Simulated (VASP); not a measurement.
# Li3SCl (Pm-3m) in VASP: notebook, part 3 of 3

VASP 6.6.1.

## 5. Single point, r2SCAN

POSCAR reads:

```
Li3SCl
1.0
    4.5789803827      0.0000000000      0.0000000000
    0.0000000000      4.5789803827      0.0000000000
    0.0000000000      0.0000000000      4.5789803827
Cl S Li
1 1 3
Direct
    0.0000000000      0.0000000000      0.0000000000
    0.5000000000      0.5000000000      0.5000000000
    0.5000000000      0.5000000000      0.0000000000
    0.5000000000      0.0000000000      0.5000000000
    0.0000000000      0.5000000000      0.5000000000
```

INCAR.step1 reads:

```
PREC     = Accurate       # precision mode
ENCUT    = 520            # plane-wave cutoff, eV
ISMEAR   = 0              # smearing method
SIGMA    = 0.01           # smearing width, eV
LREAL    = False          # projectors in reciprocal space
LASPH    = True           # aspherical terms in the spheres
NELM     = 80             # most SCF steps
NBANDS   = 19             # bands
GGA      = PE             # functional
ALGO     = Normal         # electronic algorithm
EDIFF    = 1E-4           # SCF threshold, eV
LWAVE    = True           # write WAVECAR
LCHARG   = False          # write CHGCAR
```

INCAR.step2 reads:

```
PREC     = Accurate       # precision mode
ENCUT    = 520            # plane-wave cutoff, eV
EDIFF    = 1E-6           # SCF threshold, eV
ISMEAR   = 0              # smearing method
SIGMA    = 0.01           # smearing width, eV
LREAL    = False          # projectors in reciprocal space
LASPH    = True           # aspherical terms in the spheres
NELM     = 80             # most SCF steps
ALGO     = Normal         # electronic algorithm
ISIF     = 2              # what is computed and relaxed
LWAVE    = False          # write WAVECAR
LCHARG   = False          # write CHGCAR
METAGGA  = R2SCAN         # meta-GGA
LMIXTAU  = True         
NBANDS   = 19             # bands
ISTART   = 1
```

KPOINTS reads:

```
regular mesh
0
Gamma
  4 4 4
```

Potentials or basis: VASP PAW PBE potentials, release 64 (Cl, S, Li_sv).

Launch:

```console
$ cat potpaw_PBE.64/Cl/POTCAR potpaw_PBE.64/S/POTCAR potpaw_PBE.64/Li_sv/POTCAR > POTCAR
$ cp INCAR.step1 INCAR
$ mpirun -np 1 vasp_std > vasp.out
$ cp INCAR.step2 INCAR
$ mpirun -np 1 vasp_std > vasp.out
```

OUTCAR:

```text
PREC = Accurate
   ENCUT = 520
   EDIFF = 1E-6
   ISMEAR = 0
   LREAL = False
   LASPH = True
   NELM = 80
   ISIF = 2
   METAGGA = R2SCAN
   ISTART = 1

 ion  position               nearest neighbor table
   1  0.000  0.000  0.000-
   2  0.500  0.500  0.500-   3 2.29   4 2.29   5 2.29   3 2.29   4 2.29   5 2.29
   3  0.500  0.500  0.000-   2 2.29   2 2.29
   4  0.500  0.000  0.500-   2 2.29   2 2.29
   5  0.000  0.500  0.500-   2 2.29   2 2.29

  LATTYP: Found a simple cubic cell.
 ALAT       =     4.5789803827

  Lattice vectors:

 A1 = (   4.5789803827,   0.0000000000,   0.0000000000)
 A2 = (   0.0000000000,   4.5789803827,   0.0000000000)
 A3 = (   0.0000000000,   0.0000000000,   4.5789803827)

Analysis of symmetry for initial positions (statically):
=====================================================================
 Subroutine PRICEL returns:
 Original cell was already a primitive cell.

 Routine SETGRP: Setting up the symmetry group for a
 simple cubic supercell.

 Subroutine GETGRP returns: Found 48 space group operations
 (whereof 48 operations were pure point group operations)
 out of a pool of 48 trial point group operations.

The static configuration has the point symmetry O_h .

Analysis of symmetry for dynamics (positions and initial velocities):
=====================================================================
 Subroutine PRICEL returns:
 Original cell was already a primitive cell.

 Routine SETGRP: Setting up the symmetry group for a
 simple cubic supercell.

 Subroutine GETGRP returns: Found 48 space group operations
 (whereof 48 operations were pure point group operations)
 out of a pool of 48 trial point group operations.

The dynamic configuration has the point symmetry O_h .

 Subroutine INISYM returns: Found 48 space group operations
 (whereof 48 operations are pure point group operations),
 and found     1 'primitive' translations

----------------------------------------------------------------------------------------

                                     Primitive cell

  volume of cell :      96.0078

  direct lattice vectors                    reciprocal lattice vectors
     4.578980383  0.000000000  0.000000000     0.218389230  0.000000000  0.000000000
     0.000000000  4.578980383  0.000000000     0.000000000  0.218389230  0.000000000
     0.000000000  0.000000000  4.578980383     0.000000000  0.000000000  0.218389230

  length of vectors
     4.578980383  4.578980383  4.578980383     0.218389230  0.218389230  0.218389230

  position of ions in fractional coordinates (direct lattice)
     0.000000000  0.000000000  0.000000000
     0.500000000  0.500000000  0.500000000
     0.500000000  0.500000000  0.000000000
     0.500000000  0.000000000  0.500000000
     0.000000000  0.500000000  0.500000000

  ion indices of the primitive-cell ions
   primitive index   ion index
                 1           1
                 2           2
                 3           3
                 4           4
[... 24 lines left out ...]
 ===========================================

 Found     10 irreducible k-points:

 Following reciprocal coordinates:
            Coordinates               Weight
  0.000000  0.000000  0.000000      1.000000
  0.250000  0.000000  0.000000      6.000000
  0.500000  0.000000  0.000000      3.000000
  0.250000  0.250000  0.000000     12.000000
  0.500000  0.250000  0.000000     12.000000
  0.500000  0.500000  0.000000      3.000000
  0.250000  0.250000  0.250000      8.000000
  0.500000  0.250000  0.250000     12.000000
  0.500000  0.500000  0.250000      6.000000
  0.500000  0.500000  0.500000      1.000000
   k-points           NKPTS =     10   k-points in BZ     NKDIM =     10   number of bands    NBANDS=     19
   number of dos      NEDOS =    301   number of ions     NIONS =      5
   total plane-waves  NPLWV =  46656
   dimension x,y,z NGX =    36 NGY =   36 NGZ =   36
   dimension x,y,z NGXF=    72 NGYF=   72 NGZF=   72
   ions per type =               1   1   3
   NGX,Y,Z   is equivalent  to a cutoff of  13.07, 13.07, 13.07 a.u.
   NGXF,Y,Z  is equivalent  to a cutoff of  26.14, 26.14, 26.14 a.u.
 SYSTEM =  unknown system
   PREC   = accura    normal or accurate (medium, high low for compatibility)
   ISTART =      1    job   : 0-new  1-cont  2-samecut
   ICHARG =      0    charge: 1-file 2-atom 10-const
   ISPIN  =      1    spin polarized calculation?
   LNONCOLLINEAR =      F non collinear calculations
   LSORBIT =      F    spin-orbit coupling
   LASPH  =      T    aspherical Exc in radial PAW
   ENCUT  =  520.0 eV  38.22 Ry    6.18 a.u.   8.51  8.51  8.51*2*pi/ulx,y,z
   NELM   =     80;   NELMIN=  2; NELMDL=  0     # of ELM steps
   EDIFF  = 0.1E-05   stopping-criterion for ELM
   LREAL  =      F    real-space projection
   EDIFFG = 0.1E-04   stopping-criterion for IOM
   NSW    =      0    number of steps for IOM
   IBRION =     -1    ionic relax: 0-MD 1-quasi-New 2-CG
   NFREE  =      0    steps in history (QN), initial steepest desc. (CG)
   ISIF   =      2    stress and relaxation
   ISYM   =      2    0-nonsym 1-usesym 2-fastsym
   POTIM  = 0.5000    time-step for ionic-motion
   TEBEG  =    0.0;   TEEND  =   0.0 temperature during run
   PSTRESS=    0.0 pullay stress
   NELECT =      22.0000    total number of electrons
   NUPDOWN=      -1.0000    fix difference up-down
   EMIN   =  10.00;   EMAX   =-10.00  energy-range for DOS
   EFERMI =   0.00;   METHOD = LEGACY
   ISMEAR =     0;   SIGMA  =   0.01  broadening in eV -4-tet -1-fermi 0-gaus
   EFERMI_NEDOS =   21; number of points for ismear=-14 and -15
   IALGO  =     38    algorithm
   IMIX   =      4    mixing-type and parameters
     AMIX     =   0.40;   BMIX     =  1.00
     AMIX_MAG =   1.60;   BMIX_MAG =  1.00
  volume/ion in A,a.u.               =      19.20       129.58
  Fermi-wavevector in a.u.,A,eV,Ry     =   1.001798  1.893124 13.654804  1.003600
  Thomas-Fermi vector in A             =   2.134244
   LORBIT       =      0    0 simple, 1 ext, 2 COOP (PROOUT), +10 PAW based schemes
   METAGGA = R2SCAN    functional components
   LHFCALC =     F    Hartree Fock is set to
   AEXX    =    0.0000 exact exchange contribution
   IVDW    =     0    specifies the selected vdW correction
   LEPSILON=     F    determine dielectric tensor
   LRPA    =     F    only Hartree local field effects (RPA)
 non-spin polarized calculation
 Gauss-broadening in eV      SIGMA  =   0.01
  energy-cutoff  :      520.00
  volume of cell :       96.01
 maximum number of plane-waves:      2612
 NGX is ok and might be reduce to    36
   NGX = 17   NGY = 17   NGZ = 17

 number of electron      22.0000022 magnetization

 Free energy of the ion-electron system (eV)
  ---------------------------------------------------
  ext. energy  EPLUGINS =         0.00000000
  ---------------------------------------------------
  free energy    TOTEN  =       -28.94837447 eV

  energy without entropy =      -28.94837447  energy(sigma->0) =      -28.94837447

 E-fermi :  -0.1642     XC(G=0):  -8.1559

 val. band max:       -0.2345383790   @ k =   0.5000   0.5000   0.0000
 cond. band min:       4.4268358242   @ k =   0.5000   0.5000   0.0000
 fundamental gap:      4.6613742032
 Fermi energy:        -0.1642377145

 k-point     1 :       0.0000    0.0000    0.0000
  band No.  band energies     occupation
      1     -45.8031      2.00000
      2     -45.7919      2.00000
      3     -45.7919      2.00000
      4     -13.8091      2.00000
      5     -10.7695      2.00000
      6      -2.0756      2.00000
[... 197 lines left out ...]
      6      -2.0142      2.00000
[... 11 lines left out ...]
     18      10.3966      0.00000
     19      10.3966      0.00000

------------------------ aborting loop because EDIFF is reached ----------------------------------------

  FORCE on cell =-STRESS in cart. coord.  units (eV):
  Direction    XX          YY          ZZ          XY          YZ          ZX
  --------------------------------------------------------------------------------------
  -------------------------------------------------------------------------------------
  Total        0.0243280      0.0243280      0.0243280     -0.0000000      0.0000000      0.0000000
  in kB        0.4059864      0.4059864      0.4059864     -0.0000000      0.0000000      0.0000000
  external PRESSURE =       0.4059864 kB  Pullay stress =       0.0000000 kB

 VOLUME and BASIS-vectors are now :
 -----------------------------------------------------------------------------
  energy-cutoff  :      520.00
  volume of cell :       96.01
      direct lattice vectors                 reciprocal lattice vectors
     4.578980383  0.000000000  0.000000000     0.218389230  0.000000000  0.000000000
     0.000000000  4.578980383  0.000000000     0.000000000  0.218389230  0.000000000
     0.000000000  0.000000000  4.578980383     0.000000000  0.000000000  0.218389230

 POSITION                                       TOTAL-FORCE (eV/Angst)
 -----------------------------------------------------------------------------------
      0.00000      0.00000      0.00000         0.000000      0.000000      0.000000
      2.28949      2.28949      2.28949         0.000000      0.000000      0.000000
      2.28949      2.28949      0.00000         0.000000      0.000000      0.000000
      2.28949      0.00000      2.28949         0.000000      0.000000      0.000000
      0.00000      2.28949      2.28949         0.000000      0.000000      0.000000
 -----------------------------------------------------------------------------------
    total drift:                                0.000000      0.000000      0.000000

  FREE ENERGIE OF THE ION-ELECTRON SYSTEM (eV)
  ---------------------------------------------------
  free  energy   TOTEN  =       -28.9483744739 eV

  energy  without entropy=      -28.9483744739  energy(sigma->0) =      -28.94837447
```

It took 2.3 min on 1 thread of AMD EPYC 7R43 (Zen 3), shared host; peak memory 0.18 GiB.

What came out:

```
Free energy            : -28.9484 eV
Band gap on the k mesh : 4.66 eV, direct
```

Caveat: the cutoff is under 1.25 times the usual one of these potentials, so pressure, stress and relaxed cells hold a basis-set (Pulay) error; the PAW data sets were made with another functional, which shifts forces and pressure a little.

## 6. Summary

| level | smearing | gap on the mesh (eV) |
| --- | --- | --- |
| PBE | gaussian 0.01 eV | 4.12 |
| PBEsol | gaussian 0.01 eV | 3.94 |
| PBE | methfessel-paxton 0.5 eV | 4.12 |
| r2SCAN | gaussian 0.01 eV | 4.66 |

Alike in all rows: task single point; potentials or basis VASP PAW PBE potentials, release 64 (Cl, S, Li_sv); no spin polarisation; cell as given; k mesh 4 × 4 × 4; cutoff (eV) 520.

On the cell as given the gap runs from 3.94 eV (PBEsol) to 4.66 eV (r2SCAN).

Caveats: the cutoff is under 1.25 times the usual one of these potentials, so pressure, stress and relaxed cells hold a basis-set (Pulay) error; the PAW data sets were made with another functional, which shifts forces and pressure a little (some runs).

Absolute energies hang on the potentials; compare differences alone.
